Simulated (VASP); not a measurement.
The system is V.

```
CELL_PARAMETERS angstrom
-1.52438 1.52438 1.52438
1.52438 -1.52438 1.52438
1.52438 1.52438 -1.52438
ATOMIC_POSITIONS crystal
V 0.00000 0.00000 0.00000
```

Base run:

```yaml
Program: VASP 6.6.1
Functional: r2SCAN
Potentials_or_basis: VASP PAW PBE potentials, release 64 (V_sv)
Cutoff: 520 eV
k_mesh: 12 × 12 × 12
Occupations: fermi-dirac, width 0.05 eV
Spin: collinear spin, ferromagnetic start
Starting_moments: "[2.0] μB"
```

Its results: pressure -10.6 GPa; net moment 0.00 μB per cell.

Q: After a change of settings the same cell gave: pressure -8.2 GPa; net moment 0.00 μB per cell. Which change was it?
A. functional from r2SCAN to LDA; potentials or basis from VASP PAW PBE potentials, release 64 (V_sv) to VASP PAW LDA potentials, release 64 (V_sv)
B. functional from r2SCAN to PBE
C. functional from r2SCAN to revPBE; dispersion from none to D3(BJ)
D. functional from r2SCAN to PBEsol; dispersion from none to D4

A: B.

Caveats: the PAW data sets were made with another functional, which shifts forces and pressure a little (some runs).
